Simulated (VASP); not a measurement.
Here is a VASP 6.6.1 calculation.

Contents of INCAR:

```
PREC = Accurate
ENCUT = 600
EDIFF = 1E-7
ISMEAR = 0
SIGMA = 0.1
LREAL = F
LASPH = T
NELM = 100
ALGO = Normal
ISIF = 4
LWAVE = F
LCHARG = F
GGA = PE
IBRION = 2
NSW = 50
EDIFFG = -0.01
```

File KPOINTS:

```
regular mesh
0
Gamma
  16 16 16
```

The input POSCAR:

```
Ge
1.0
   -2.4986706403      2.4986706403      1.3595411685
    2.4986706403     -2.4986706403      1.3595411685
    2.4986706403      2.4986706403     -1.3595411685
Ge
2
Direct
    0.2500000000      0.7500000000      0.5000000000
    0.5000000000      0.5000000000      0.0000000000
```

Potentials or basis: VASP PAW PBE potentials, release 64 (Ge_d).

Command:

```console
$ cat potpaw_PBE.64/Ge_d/POTCAR > POTCAR
$ mpirun -np 1 vasp_std > vasp.out
```

(1) Predict the band gap on the k mesh.

Results:

(1) zero (band 14 reaches 9.98 eV, above the bottom of band 15 at 4.10 eV).
